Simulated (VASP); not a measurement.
## InSe: single point with PBE

Crystal: InSe.

```
In Se
1.0
     5.52991   -1.93284    0.06409
     5.52991    1.93284    0.06409
    -1.58333    0.00000    4.12537
In Se
2 2
Direct
  0.11358 0.11358 0.96552
  0.88642 0.88642 0.03448
  0.34664 0.34664 0.38529
  0.65336 0.65336 0.61471
```

This cell differs from its parent crystal: strain -5.9%.

```yaml
Program: VASP 6.6.1
Task: single point
Functional: PBE
Potentials_or_basis: VASP PAW PBE potentials, release 64 (In_d, Se)
Cutoff: 520 eV
k_mesh: 6 × 6 × 6
Occupations: fermi-dirac, width 0.02 eV
Spin: no spin polarisation
```

```yaml
Pressure: 14.7 GPa
Largest_force: 0.351 eV/Å
Band_gap_on_the_k_mesh: 0.98 eV (least direct gap 1.27 eV)
```

Forces in eV/Å, atoms in the order of the input:
```
In  -0.065  0.000  0.024
In   0.065  0.000 -0.024
Se   0.015  0.000  0.351
Se  -0.015  0.000 -0.351
```

Stress tensor (GPa, compression positive):
```
18.56  0.00 -0.37
 0.00 14.53  0.00
-0.37  0.00 10.97
```

Levels at points of the mesh, in eV from the valence-band top:
```
           k point  band 15  band 16  band 17  band 18  band 19  band 20  band 21  band 22  band 23  band 24
(0.00, 0.00, 0.00)    -3.70    -3.32    -2.74    -2.62    -1.66     3.16     3.65     3.99     5.19     5.48
(0.50, 0.00, 0.00)    -2.89    -2.67    -2.18    -1.64    -1.39     1.29     2.72     3.07     3.22     4.12
(0.50, 0.50, 0.00)    -3.26    -2.77    -1.74    -0.83    -0.58     1.52     2.75     2.86     4.16     6.14
(0.00, 0.00, 0.50)    -2.20    -2.09    -1.88    -1.50    -0.21     1.06     2.59     3.61     3.85     5.62
(0.50, 0.00, 0.50)    -4.90    -4.10    -3.12    -2.94    -2.27     2.55     2.93     4.63     4.67     7.35
(0.50, 0.50, 0.50)    -2.86    -1.92    -1.56    -1.50    -0.36     2.24     3.37     3.82     3.85     5.31
```

It took 93 s on 1 thread of Intel(R) Xeon(R) 6975P-C (Granite Rapids), with other jobs on the host, peak memory 0.35 GiB.

Caveat: the cell differs from its parent crystal (strain -5.9%); the stress differs along the axes, from 11 to 19 GPa; spin-orbit coupling is left out, which moves the levels of the heavy elements. A k mesh can miss the band edges.
